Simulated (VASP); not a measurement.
# LiF (P6_3mc) in VASP: notebook

Runs on LiF. Level: PBE. Tasks: single point.

Everything below comes from runs of VASP 6.6.1. Logs are shortened: lines on timing, memory, paths and dates and some standing lists are left out, and cuts for length are marked.

## (1) The cell of the first run

It takes space group P6_3mc (No. 186, hexagonal). The conventional cell has a = 3.297 Å, b = 3.297 Å, c = 4.583 Å, α = 90.00°, β = 90.00°, γ = 120.00°. Li (site symmetry 3m) has 4 F at 1.77 to 1.97 Å within 2.4 Å. F (site symmetry 3m) has 4 Li at 1.77 to 1.97 Å within 2.4 Å.

## (2) Single point, PBE (volume 10.785 Å^3 an atom, c/a of the conventional cell 1.3900)

Input file INCAR:

```
SYSTEM = LiF
ALGO     = Normal         ! electronic algorithm
EDIFF    = 1E-6           ! SCF threshold, eV
ENCUT    = 520            ! plane-wave cutoff, eV
GGA      = PE             ! functional
ISIF     = 2              ! what is computed and relaxed
ISMEAR   = 0              ! smearing method
LASPH    = .True.         ! aspherical terms in the spheres
LCHARG   = .False.        ! write CHGCAR
LREAL    = .False.        ! projectors in reciprocal space
LWAVE    = .False.        ! write WAVECAR
NBANDS   = 18             ! bands
NELM     = 80             ! most SCF steps
PREC     = Accurate       ! precision mode
SIGMA    = 0.05           ! smearing width, eV
```

Input file KPOINTS:

```
k-points
0
Gamma
  9 9 6
  0 0 0
```

Input file POSCAR:

```
LiF
1.0
    3.2969439930      0.0000000000      0.0000000000
   -1.6484719965      2.8552372528      0.0000000000
    0.0000000000      0.0000000000      4.5827521503
Li F
2 2
Direct
    0.3333333333      0.6666666667      0.3810713234
    0.6666666667      0.3333333333      0.8810713234
    0.3333333333      0.6666666667      0.9939266766
    0.6666666667      0.3333333333      0.4939266766
```

Potentials or basis: VASP PAW PBE potentials, release 64 (Li_sv, F).

The run is started by

```sh
$ cat potpaw_PBE.64/Li_sv/POTCAR potpaw_PBE.64/F/POTCAR > POTCAR
$ mpirun -np 1 vasp_std > vasp.out
```

OUTCAR:

```text
SYSTEM = LiF
   EDIFF = 1E-6
   ENCUT = 520
   GGA = PE
   ISIF = 2
   ISMEAR = 0
   LASPH = .True.
   LREAL = .False.
   NELM = 80
   PREC = Accurate

 ion  position               nearest neighbor table
   1  0.333  0.667  0.381-   3 1.77   4 1.97   4 1.97   4 1.97
   2  0.667  0.333  0.881-   4 1.77   3 1.97   3 1.97   3 1.97
   3  0.333  0.667  0.994-   1 1.77   2 1.97   2 1.97   2 1.97
   4  0.667  0.333  0.494-   2 1.77   1 1.97   1 1.97   1 1.97

  LATTYP: Found a hexagonal cell.
 ALAT       =     3.2969439930
 C/A-ratio  =     1.3900000000

  Lattice vectors:

 A1 = (   3.2969439930,   0.0000000000,   0.0000000000)
 A2 = (  -1.6484719965,   2.8552372528,   0.0000000000)
 A3 = (   0.0000000000,   0.0000000000,   4.5827521503)

Analysis of symmetry for initial positions (statically):
=====================================================================
 Subroutine PRICEL returns:
 Original cell was already a primitive cell.

 Routine SETGRP: Setting up the symmetry group for a
 hexagonal supercell.

 Subroutine GETGRP returns: Found 12 space group operations
 (whereof  6 operations were pure point group operations)
 out of a pool of 24 trial point group operations.

The static configuration has the point symmetry C_3v.
 The point group associated with its full space group is C_6v.

Analysis of symmetry for dynamics (positions and initial velocities):
=====================================================================
 Subroutine PRICEL returns:
 Original cell was already a primitive cell.

 Routine SETGRP: Setting up the symmetry group for a
 hexagonal supercell.

 Subroutine GETGRP returns: Found 12 space group operations
 (whereof  6 operations were pure point group operations)
 out of a pool of 24 trial point group operations.

The dynamic configuration has the point symmetry C_3v.
 The point group associated with its full space group is C_6v.

 Subroutine INISYM returns: Found 12 space group operations
 (whereof  6 operations are pure point group operations),
 and found     1 'primitive' translations

----------------------------------------------------------------------------------------

                                     Primitive cell

  volume of cell :      43.1400

  direct lattice vectors                    reciprocal lattice vectors
     3.296943993  0.000000000  0.000000000     0.303311188  0.175116796  0.000000000
    -1.648471997  2.855237253  0.000000000     0.000000000  0.350233592  0.000000000
     0.000000000  0.000000000  4.582752150     0.000000000  0.000000000  0.218209488

  length of vectors
     3.296943993  3.296943993  4.582752150     0.350233592  0.350233592  0.218209488

  position of ions in fractional coordinates (direct lattice)
     0.333333333  0.666666667  0.381071323
     0.666666667  0.333333333  0.881071323
     0.333333333  0.666666667  0.993926677
     0.666666667  0.333333333  0.493926677

  ion indices of the primitive-cell ions
   primitive index   ion index
                 1           1
                 2           2
                 3           3
                 4           4

----------------------------------------------------------------------------------------

 KPOINTS: k-points

Automatic generation of k-mesh.
 Grid dimensions read from file:
 generate k-points for:    9    9    6

 Generating k-lattice:

  Cartesian coordinates                     Fractional coordinates (reciprocal lattice)
     0.033701243  0.019457422  0.000000000     0.111111111  0.000000000  0.000000000
     0.000000000  0.038914844  0.000000000     0.000000000  0.111111111  0.000000000
     0.000000000  0.000000000  0.036368248     0.000000000  0.000000000  0.166666667

  Length of vectors
     0.038914844  0.038914844  0.036368248

  Shift w.r.t. Gamma in fractional coordinates (k-lattice)
     0.000000000  0.000000000  0.000000000

 Subroutine IBZKPT returns following result:
 ===========================================

 Found     48 irreducible k-points:

 Following reciprocal coordinates:
            Coordinates               Weight
  0.000000  0.000000  0.000000      1.000000
  0.111111  0.000000  0.000000      6.000000
  0.222222 -0.000000  0.000000      6.000000
  0.333333 -0.000000  0.000000      6.000000
  0.444444 -0.000000  0.000000      6.000000
  0.111111  0.111111  0.000000      6.000000
[... 16 lines left out ...]
  0.333333  0.222222  0.166667     24.000000
  0.333333  0.333333  0.166667      4.000000
 [... further k-points ...]
   k-points           NKPTS =     48   k-points in BZ     NKDIM =     48   number of bands    NBANDS=     18
   number of dos      NEDOS =    301   number of ions     NIONS =      4
   total plane-waves  NPLWV =  28224
   dimension x,y,z NGX =    28 NGY =   28 NGZ =   36
   dimension x,y,z NGXF=    56 NGYF=   56 NGZF=   72
   ions per type =               2   2
   NGX,Y,Z   is equivalent  to a cutoff of  14.12, 14.12, 13.06 a.u.
   NGXF,Y,Z  is equivalent  to a cutoff of  28.24, 28.24, 26.12 a.u.
 SYSTEM =  LiF
   PREC   = accura    normal or accurate (medium, high low for compatibility)
   ISTART =      0    job   : 0-new  1-cont  2-samecut
   ICHARG =      2    charge: 1-file 2-atom 10-const
   ISPIN  =      1    spin polarized calculation?
   LNONCOLLINEAR =      F non collinear calculations
   LSORBIT =      F    spin-orbit coupling
   LASPH  =      T    aspherical Exc in radial PAW
   ENCUT  =  520.0 eV  38.22 Ry    6.18 a.u.   6.13  6.13  8.52*2*pi/ulx,y,z
   NELM   =     80;   NELMIN=  2; NELMDL= -5     # of ELM steps
   EDIFF  = 0.1E-05   stopping-criterion for ELM
   LREAL  =      F    real-space projection
   EDIFFG = 0.1E-04   stopping-criterion for IOM
   NSW    =      0    number of steps for IOM
   IBRION =     -1    ionic relax: 0-MD 1-quasi-New 2-CG
   NFREE  =      0    steps in history (QN), initial steepest desc. (CG)
   ISIF   =      2    stress and relaxation
   ISYM   =      2    0-nonsym 1-usesym 2-fastsym
   POTIM  = 0.5000    time-step for ionic-motion
   TEBEG  =    0.0;   TEEND  =   0.0 temperature during run
   PSTRESS=    0.0 pullay stress
   NELECT =      20.0000    total number of electrons
   NUPDOWN=      -1.0000    fix difference up-down
   EMIN   =  10.00;   EMAX   =-10.00  energy-range for DOS
   EFERMI =   0.00;   METHOD = LEGACY
   ISMEAR =     0;   SIGMA  =   0.05  broadening in eV -4-tet -1-fermi 0-gaus
   EFERMI_NEDOS =   21; number of points for ismear=-14 and -15
   IALGO  =     38    algorithm
   IMIX   =      4    mixing-type and parameters
     AMIX     =   0.40;   BMIX     =  1.00
     AMIX_MAG =   1.60;   BMIX_MAG =  1.00
  volume/ion in A,a.u.               =      10.79        72.78
  Fermi-wavevector in a.u.,A,eV,Ry     =   1.267043  2.394365 21.842775  1.605399
  Thomas-Fermi vector in A             =   2.400212
   LORBIT       =      0    0 simple, 1 ext, 2 COOP (PROOUT), +10 PAW based schemes
   GGA     = PE    functional components
   LHFCALC =     F    Hartree Fock is set to
   AEXX    =    0.0000 exact exchange contribution
   IVDW    =     0    specifies the selected vdW correction
   LEPSILON=     F    determine dielectric tensor
   LRPA    =     F    only Hartree local field effects (RPA)
 non-spin polarized calculation
 Gauss-broadening in eV      SIGMA  =   0.05
  energy-cutoff  :      520.00
  volume of cell :       43.14
 maximum number of plane-waves:      1173
 NGX is ok and might be reduce to    28
   NGX = 13   NGY = 13   NGZ = 17

 number of electron      19.9999984 magnetization

 Free energy of the ion-electron system (eV)
  ---------------------------------------------------
  ext. energy  EPLUGINS =         0.00000000
  ---------------------------------------------------
  free energy    TOTEN  =       -19.18918308 eV

  energy without entropy =      -19.18918308  energy(sigma->0) =      -19.18918308

 E-fermi :  -2.4611     XC(G=0):  -8.4619

 val. band max:       -2.7701851550   @ k =   0.0000   0.0000   0.0000
 cond. band min:       4.5227975191   @ k =   0.0000   0.0000   0.0000
 fundamental gap:      7.2929826741
 Fermi energy:        -2.4610597972

 k-point     1 :       0.0000    0.0000    0.0000
  band No.  band energies     occupation
      1     -43.5193      2.00000
      2     -43.4782      2.00000
      3     -22.1432      2.00000
      4     -21.8698      2.00000
      5      -4.7627      2.00000
      6      -3.4153      2.00000
[... 10 lines left out ...]
     17      15.3452      0.00000
     18      18.8674      0.00000

 k-point     2 :       0.1111    0.0000    0.0000
  band No.  band energies     occupation
      1     -43.5171      2.00000
      2     -43.4781      2.00000
      3     -22.1303      2.00000
      4     -21.8708      2.00000
      5      -4.7100      2.00000
      6      -3.5061      2.00000
[... 10 lines left out ...]
     17      15.5463      0.00000
     18      17.7086      0.00000

 k-point     3 :       0.2222   -0.0000    0.0000
  band No.  band energies     occupation
      1     -43.5111      2.00000
      2     -43.4785      2.00000
      3     -22.0936      2.00000
      4     -21.8762      2.00000
      5      -4.5751      2.00000
      6      -3.7701      2.00000
[... 10 lines left out ...]
     17      15.7823      0.00000
     18      16.3527      0.00000

 k-point     4 :       0.3333   -0.0000    0.0000
  band No.  band energies     occupation
      1     -43.5034      2.00000
      2     -43.4798      2.00000
      3     -22.0446      2.00000
      4     -21.8891      2.00000
      5      -4.4904      2.00000
      6      -3.9883      2.00000
[... 375 lines left out ...]
      4     -21.9077      2.00000
      5      -4.3580      2.00000
      6      -4.2988      2.00000
[... 10 lines left out ...]
     17      16.1539      0.00000
     18      17.0412      0.00000

 k-point    23 :       0.3333    0.2222    0.1667
  band No.  band energies     occupation
      1     -43.4926      2.00000
      2     -43.4846      2.00000
      3     -21.9769      2.00000
      4     -21.9250      2.00000
      5      -4.5613      2.00000
      6      -4.1269      2.00000
[... 10 lines left out ...]
     17      15.7952      0.00000
     18      17.1973      0.00000

 k-point    24 :       0.3333    0.3333    0.1667
  band No.  band energies     occupation
      1     -43.4880      2.00000
      2     -43.4880      2.00000
      3     -21.9477      2.00000
      4     -21.9477      2.00000
      5      -4.6070      2.00000
      6      -3.9930      2.00000
[... 10 lines left out ...]
     17      15.4568      0.00000
     18      17.1902      0.00000

 [... further k-points ...]
[... 5 lines left out ...]
  --------------------------------------------------------------------------------------
  -------------------------------------------------------------------------------------
  Total       -1.2259882     -1.2259882      1.4096373      0.0000000      0.0000000      0.0000000
  in kB      -45.5320008    -45.5320008     52.3525494      0.0000000      0.0000000      0.0000000
  external PRESSURE =     -12.9038174 kB  Pullay stress =       0.0000000 kB

 VOLUME and BASIS-vectors are now :
 -----------------------------------------------------------------------------
  energy-cutoff  :      520.00
  volume of cell :       43.14
      direct lattice vectors                 reciprocal lattice vectors
     3.296943993  0.000000000  0.000000000     0.303311188  0.175116796  0.000000000
    -1.648471997  2.855237253  0.000000000     0.000000000  0.350233592  0.000000000
     0.000000000  0.000000000  4.582752150     0.000000000  0.000000000  0.218209488

 POSITION                                       TOTAL-FORCE (eV/Angst)
 -----------------------------------------------------------------------------------
     -0.00000      1.90349      1.74636         0.000000     -0.000000      0.505739
      1.64847      0.95175      4.03773        -0.000000      0.000000      0.505739
     -0.00000      1.90349      4.55492        -0.000000     -0.000000     -0.505739
      1.64847      0.95175      2.26354        -0.000000     -0.000000     -0.505739
 -----------------------------------------------------------------------------------
    total drift:                                0.000000      0.000000     -0.001775

  FREE ENERGIE OF THE ION-ELECTRON SYSTEM (eV)
  ---------------------------------------------------
  free  energy   TOTEN  =       -19.1891830790 eV

  energy  without entropy=      -19.1891830790  energy(sigma->0) =      -19.18918308
```

Run time: 77 s. Hardware: 1 thread of AMD EPYC 7R13, shared host; peak memory 0.15 GiB.

Results:

```
Free energy            : -19.1892 eV
Largest force          : 0.506 eV/Å
Band gap on the k mesh : 7.29 eV, direct
```

Forces in eV/Å, atoms in the order of the input:
```
Li   0.000  0.000  0.506
Li   0.000  0.000  0.506
F    0.000  0.000 -0.506
F    0.000  0.000 -0.506
```

Caveat: the cutoff is under 1.25 times the usual one of these potentials, so pressure, stress and relaxed cells hold a basis-set (Pulay) error. A k mesh can miss the band edges.

## (3) Single point, PBE (volume 10.785 Å^3 an atom, c/a of the conventional cell 1.5216)

Input file INCAR:

```
ALGO     = Normal         # electronic algorithm
EDIFF    = 1E-6           # SCF threshold, eV
ENCUT    = 520            # plane-wave cutoff, eV
GGA      = PE             # functional
ISIF     = 2              # what is computed and relaxed
ISMEAR   = 0              # smearing method
LASPH    = T              # aspherical terms in the spheres
LCHARG   = F              # write CHGCAR
LREAL    = F              # projectors in reciprocal space
LWAVE    = F              # write WAVECAR
NBANDS   = 18             # bands
NELM     = 60             # most SCF steps
PREC     = Accurate       # precision mode
SIGMA    = 0.05           # smearing width, eV
```

Input file KPOINTS:

```
k-points
0
Gamma
  9 9 6
```

Input file POSCAR:

```
LiF
1.0
    3.1990154421      0.0000000000      0.0000000000
   -1.5995077210      2.7704286400      0.0000000000
    0.0000000000      0.0000000000      4.8676218967
Li F
2 2
Direct
    0.3333333333      0.6666666667      0.3810713234
    0.6666666667      0.3333333333      0.8810713234
    0.3333333333      0.6666666667      0.9939266766
    0.6666666667      0.3333333333      0.4939266766
```

Potentials or basis: VASP PAW PBE potentials, release 64 (Li_sv, F).

The run is started by

```sh
$ cat potpaw_PBE.64/Li_sv/POTCAR potpaw_PBE.64/F/POTCAR > POTCAR
$ mpirun -np 1 vasp_std > vasp.out
```

OUTCAR:

```text
EDIFF = 1E-6
   ENCUT = 520
   GGA = PE
   ISIF = 2
   ISMEAR = 0
   LASPH = T
   LREAL = F
   NELM = 60
   PREC = Accurate

 ion  position               nearest neighbor table
   1  0.333  0.667  0.381-   3 1.88   4 1.93   4 1.93   4 1.93
   2  0.667  0.333  0.881-   4 1.88   3 1.93   3 1.93   3 1.93
   3  0.333  0.667  0.994-   1 1.88   2 1.93   2 1.93   2 1.93
   4  0.667  0.333  0.494-   2 1.88   1 1.93   1 1.93   1 1.93

  LATTYP: Found a hexagonal cell.
[... 687 lines left out ...]
      6      -3.9377      2.00000
[... 10 lines left out ...]
     17      15.1270      0.00000
     18      17.2088      0.00000

 [... further k-points ...]
[... 5 lines left out ...]
  --------------------------------------------------------------------------------------
  -------------------------------------------------------------------------------------
  Total       -0.7773155     -0.7773155     -0.1586447     -0.0000000      0.0000000      0.0000000
  in kB      -28.8687363    -28.8687363     -5.8919091     -0.0000000      0.0000000      0.0000000
  external PRESSURE =     -21.2097939 kB  Pullay stress =       0.0000000 kB

 VOLUME and BASIS-vectors are now :
 -----------------------------------------------------------------------------
  energy-cutoff  :      520.00
  volume of cell :       43.14
      direct lattice vectors                 reciprocal lattice vectors
     3.199015442  0.000000000  0.000000000     0.312596178  0.180477487  0.000000000
    -1.599507721  2.770428640  0.000000000     0.000000000  0.360954975  0.000000000
     0.000000000  0.000000000  4.867621897     0.000000000  0.000000000  0.205439128

 POSITION                                       TOTAL-FORCE (eV/Angst)
 -----------------------------------------------------------------------------------
     -0.00000      1.84695      1.85491        -0.000000      0.000000      0.080456
      1.59951      0.92348      4.28872         0.000000     -0.000000      0.080456
     -0.00000      1.84695      4.83806         0.000000      0.000000     -0.080456
      1.59951      0.92348      2.40425        -0.000000     -0.000000     -0.080456
 -----------------------------------------------------------------------------------
    total drift:                                0.000000      0.000000     -0.005410

  FREE ENERGIE OF THE ION-ELECTRON SYSTEM (eV)
  ---------------------------------------------------
  free  energy   TOTEN  =       -19.2856587245 eV

  energy  without entropy=      -19.2856587245  energy(sigma->0) =      -19.28565872
```

OSZICAR:

```text
N       E                     dE             d eps       ncg     rms          rms(c)
DAV:   1     0.123746522300E+03    0.12375E+03   -0.10581E+04  1736   0.119E+03
DAV:   2    -0.982728733977E+01   -0.13357E+03   -0.13040E+03  1956   0.297E+02
DAV:   3    -0.206305370774E+02   -0.10803E+02   -0.10746E+02  3258   0.637E+01
DAV:   4    -0.207221405430E+02   -0.91603E-01   -0.91445E-01  2190   0.751E+00
DAV:   5    -0.207233988677E+02   -0.12583E-02   -0.12581E-02  2288   0.694E-01    0.736E+00
DAV:   6    -0.192213860000E+02    0.15020E+01   -0.42025E+00  1830   0.152E+01    0.236E+00
DAV:   7    -0.192458964527E+02   -0.24510E-01   -0.11795E-01  1986   0.235E+00    0.151E+00
DAV:   8    -0.192853022678E+02   -0.39406E-01   -0.63973E-02  1938   0.244E+00    0.368E-01
DAV:   9    -0.192843942815E+02    0.90799E-03   -0.64159E-03  2426   0.684E-01    0.104E-01
DAV:  10    -0.192856741157E+02   -0.12798E-02   -0.17706E-03  1902   0.279E-01    0.562E-02
DAV:  11    -0.192856557835E+02    0.18332E-04   -0.74544E-05  2360   0.774E-02    0.107E-02
DAV:  12    -0.192856585138E+02   -0.27303E-05   -0.84204E-06  1896   0.218E-02    0.215E-03
DAV:  13    -0.192856587245E+02   -0.21071E-06   -0.42319E-07  1908   0.557E-03
   1 F= -.19285659E+02 E0= -.19285659E+02  d E =-.764787E-25
```

stdout:

```text
POSCAR found type information on POSCAR LiF
 POSCAR found :  2 types and       4 ions
 scaLAPACK will be used
 LDA part: xc-table for (Slater+PW92), standard interpolation
 POSCAR, INCAR and KPOINTS ok, starting setup
 FFT: planning ... GRIDC
 FFT: planning ... GRID_SOFT
 FFT: planning ... GRID
 WAVECAR not read
 entering main loop
```

Run time: 55 s. Hardware: 1 thread of AMD EPYC 7R13, shared host; peak memory 0.13 GiB.

Results:

| Item | Value |
| --- | --- |
| Free energy | -19.2857 eV |
| Largest force | 0.080 eV/Å |
| Band gap on the k mesh | 7.36 eV, direct |

Forces in eV/Å, atoms in the order of the input:
```
Li   0.000  0.000  0.080
Li   0.000  0.000  0.080
F    0.000  0.000 -0.080
F    0.000  0.000 -0.080
```

Levels at points of the mesh, in eV from the valence-band top:
```tsv
k point	band 8	band 9	band 10	band 11	band 12	band 13
(0.00, 0.00, 0.00)	-0.16	-0.16	0.00	7.36	11.69	14.62
(0.00, 0.00, 0.50)	-0.32	-0.32	-0.32	9.03	9.03	17.17
```

Caveat: the cutoff is under 1.25 times the usual one of these potentials, so pressure, stress and relaxed cells hold a basis-set (Pulay) error.

(Part 1 of 2 ends here.)
